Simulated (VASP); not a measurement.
# Sr (Fd-3m) in VASP: a series of runs, part 2 of 2

VASP 6.6.1. The steps go on from the part before.

## Step 4: Single point, BLYP (123.02 Å³/atom)

This run uses another cell than the first one, of 123.02 Å³/atom.

Input file INCAR:

```
AGGAC = 1.0 ; AGGAX = 1.0
ALDAC = 0.0 ; ALDAX = 1.0
ALGO = Normal ; EDIFF = 1E-6
ENCUT = 520 ; GGA = B5
ISIF = 2 ; ISMEAR = -1
LASPH = T ; LCHARG = F
LREAL = F ; LWAVE = F
NBANDS = 17 ; NELM = 80
PREC = Accurate ; SIGMA = 0.1
```

Input file KPOINTS:

```
k-points
0
Gamma
  6 6 6
```

Input file POSCAR:

```
Sr
1.0
    0.0000000000      4.9735175890      4.9735175890
    4.9735175890      0.0000000000      4.9735175890
    4.9735175890      4.9735175890      0.0000000000
Sr
2
Direct
    0.1250000000      0.1250000000      0.1250000000
    0.8750000000      0.8750000000      0.8750000000
```

Potentials or basis: VASP PAW PBE potentials, release 64 (Sr_sv).

Command:

```bash
cat potpaw_PBE.64/Sr_sv/POTCAR > POTCAR
mpirun -np 1 vasp_std > vasp.out
```

OUTCAR:

```text
EDIFF = 1E-6
   ENCUT = 520
   GGA = B5
   ISIF = 2
   ISMEAR = -1
   LASPH = T
   LREAL = F
   NELM = 80
   PREC = Accurate

 ion  position               nearest neighbor table
   1  0.125  0.125  0.125-   2 4.31   2 4.31   2 4.31   2 4.31
   2  0.875  0.875  0.875-   1 4.31   1 4.31   1 4.31   1 4.31

  LATTYP: Found a face centered cubic cell.
 ALAT       =     9.9470351780

  Lattice vectors:

 A1 = (   0.0000000000,   4.9735175890,   4.9735175890)
 A2 = (   4.9735175890,   0.0000000000,   4.9735175890)
 A3 = (   4.9735175890,   4.9735175890,   0.0000000000)

Analysis of symmetry for initial positions (statically):
=====================================================================
 Subroutine PRICEL returns:
 Original cell was already a primitive cell.

 Routine SETGRP: Setting up the symmetry group for a
 face centered cubic supercell.

 Subroutine GETGRP returns: Found 48 space group operations
 (whereof 12 operations were pure point group operations)
 out of a pool of 48 trial point group operations.
[... 152 lines left out ...]
  free energy    TOTEN  =        -0.66053115 eV

  energy without entropy =       -0.56770100  energy(sigma->0) =       -0.61411608

 E-fermi :   0.0263     XC(G=0):  -4.4301

 val. band max:        0.0052439819   @ k =  -0.1667   0.1667   0.0000
 cond. band min:       0.0907548714   @ k =  -0.3333   0.3333   0.0000
 fundamental gap:      0.0855108896
 Fermi energy:         0.0262965838

 k-point     1 :       0.0000    0.0000    0.0000
  band No.  band energies     occupation
      1     -37.6628      2.00000
      2     -37.6548      2.00000
      3     -19.6911      2.00000
      4     -19.6911      2.00000
      5     -19.6911      2.00000
      6     -19.6423      2.00000
[... 297 lines left out ...]
      4     -19.6996      2.00000
      5     -19.6669      2.00000
      6     -19.6669      2.00000
[... 9 lines left out ...]
     16       1.2116      0.00001
     17       1.9209      0.00000

------------------------ aborting loop because EDIFF is reached ----------------------------------------

  FORCE on cell =-STRESS in cart. coord.  units (eV):
  Direction    XX          YY          ZZ          XY          YZ          ZX
  --------------------------------------------------------------------------------------
  -------------------------------------------------------------------------------------
  Total        0.2251807      0.2251807      0.2251807      0.0000000     -0.0000000      0.0000000
  in kB        1.4662929      1.4662929      1.4662929      0.0000000     -0.0000000      0.0000000
  external PRESSURE =       1.4662929 kB  Pullay stress =       0.0000000 kB

 VOLUME and BASIS-vectors are now :
 -----------------------------------------------------------------------------
  energy-cutoff  :      520.00
  volume of cell :      246.05
      direct lattice vectors                 reciprocal lattice vectors
     0.000000000  4.973517589  4.973517589    -0.100532468  0.100532468  0.100532468
     4.973517589  0.000000000  4.973517589     0.100532468 -0.100532468  0.100532468
     4.973517589  4.973517589  0.000000000     0.100532468  0.100532468 -0.100532468

 POSITION                                       TOTAL-FORCE (eV/Angst)
 -----------------------------------------------------------------------------------
      1.24338      1.24338      1.24338        -0.000000     -0.000000      0.000000
      8.70366      8.70366      8.70366         0.000000      0.000000     -0.000000
 -----------------------------------------------------------------------------------
    total drift:                               -0.000000      0.000000     -0.000000

  FREE ENERGIE OF THE ION-ELECTRON SYSTEM (eV)
  ---------------------------------------------------
  free  energy   TOTEN  =        -0.6605311506 eV

  energy  without entropy=       -0.5677010042  energy(sigma->0) =       -0.61411608
```

OSZICAR:

```text
N       E                     dE             d eps       ncg     rms          rms(c)
DAV:   1     0.123803209360E+03    0.12380E+03   -0.82824E+03   576   0.867E+02
DAV:   2     0.114941560149E+02   -0.11231E+03   -0.11042E+03   722   0.214E+02
DAV:   3     0.170875212742E+00   -0.11323E+02   -0.11268E+02   929   0.481E+01
DAV:   4    -0.607533584800E+00   -0.77841E+00   -0.77634E+00   828   0.105E+01
DAV:   5    -0.632514380115E+00   -0.24981E-01   -0.24970E-01   839   0.143E+00    0.904E+00
DAV:   6    -0.647008544514E+00   -0.14494E-01   -0.12766E-02   774   0.557E-01    0.538E+00
DAV:   7    -0.658664170281E+00   -0.11656E-01   -0.27455E-02   753   0.719E-01    0.128E-01
DAV:   8    -0.660159531546E+00   -0.14954E-02   -0.35138E-03   822   0.191E-01    0.165E-01
DAV:   9    -0.660418869946E+00   -0.25934E-03   -0.64018E-04   788   0.913E-02    0.728E-02
DAV:  10    -0.660503263052E+00   -0.84393E-04   -0.98571E-05   709   0.320E-02    0.424E-02
DAV:  11    -0.660529227057E+00   -0.25964E-04   -0.41569E-05   434   0.244E-02    0.655E-02
DAV:  12    -0.660530934794E+00   -0.17077E-05   -0.40939E-06   658   0.811E-03    0.825E-03
DAV:  13    -0.660531150638E+00   -0.21584E-06   -0.21823E-07   373   0.301E-03
   1 F= -.66053115E+00 E0= -.61411608E+00  d E =-.928301E-01
```

Wall time 3.6 min (1 thread of AMD EPYC 7R13, shared host); peak memory 0.37 GiB.

What came out:

| Property | Result |
| --- | --- |
| Free energy | -0.6605 eV |
| Pressure | 0.1 GPa |
| Band gap on the k mesh | zero (bands 10 and 11 overlap by 0.45 eV) |

Caveat: the PAW data sets were made with another functional, which shifts forces and pressure a little.

## Step 5: Single point, BLYP (128.15 Å³/atom)

This run uses another cell than the first one, of 128.15 Å³/atom.

Input file INCAR:

```
  AGGAC = 1.0
  AGGAX = 1.0
  ALDAC = 0.0
  ALDAX = 1.0
  ALGO = Normal
  EDIFF = 1E-7
  ENCUT = 520
  GGA = B5
  ISIF = 2
  ISMEAR = -1
  LASPH = T
  LCHARG = F
  LREAL = F
  LWAVE = F
  NBANDS = 17
  NELM = 60
  PREC = Accurate
  SIGMA = 0.1
```

KPOINTS is that of step 4.

Input file POSCAR:

```
Sr
1.0
    0.0000000000      5.0416564341      5.0416564341
    5.0416564341      0.0000000000      5.0416564341
    5.0416564341      5.0416564341      0.0000000000
Sr
2
Direct
    0.1250000000      0.1250000000      0.1250000000
    0.8750000000      0.8750000000      0.8750000000
```

Command:

```bash
cat potpaw_PBE.64/Sr_sv/POTCAR > POTCAR
mpirun -np 1 vasp_std > vasp.out
```

Run time: 4.4 min. Hardware: 1 thread of AMD EPYC 7R13, shared host; peak memory 0.37 GiB.

It converged, with:

```
Free energy            : -0.6670 eV
Pressure               : 0.0 GPa
Band gap on the k mesh : zero (bands 10 and 11 overlap by 0.42 eV)
```

Levels at points of the mesh, in eV from the Fermi level:
```
           k point  band 8  band 9  band 10  band 11  band 12  band 13
(0.00, 0.00, 0.00)  -19.71   -2.56     0.50     0.50     0.50     0.78
(0.50, 0.00, 0.00)  -19.71   -1.85    -0.73     0.57     0.62     0.62
(0.50, 0.50, 0.00)  -19.71   -1.21    -1.21     0.30     0.30     0.59
```

Caveat: the PAW data sets were made with another functional, which shifts forces and pressure a little.

## Step 6: Overview

```tsv
cell	gap on the mesh (eV)	pressure (GPa)
a = 6.833 Å, angles 60.0°, 2 atoms	none	0.4
a = 6.935 Å, angles 60.0°, 2 atoms	none	0.3
a = 7.034 Å, angles 60.0°, 2 atoms	none	0.1
a = 7.130 Å, angles 60.0°, 2 atoms	none	0.0
```

Alike in all rows: task single point; level BLYP; potentials or basis VASP PAW PBE potentials, release 64 (Sr_sv); no spin polarisation; k mesh 6 × 6 × 6; cutoff (eV) 520; smearing fermi-dirac 0.1 eV.

Caveats: the PAW data sets were made with another functional, which shifts forces and pressure a little.

Absolute energies hang on the potentials; compare differences alone.

The gap in the log of VASP goes by the Fermi energy; the results here count the filled bands.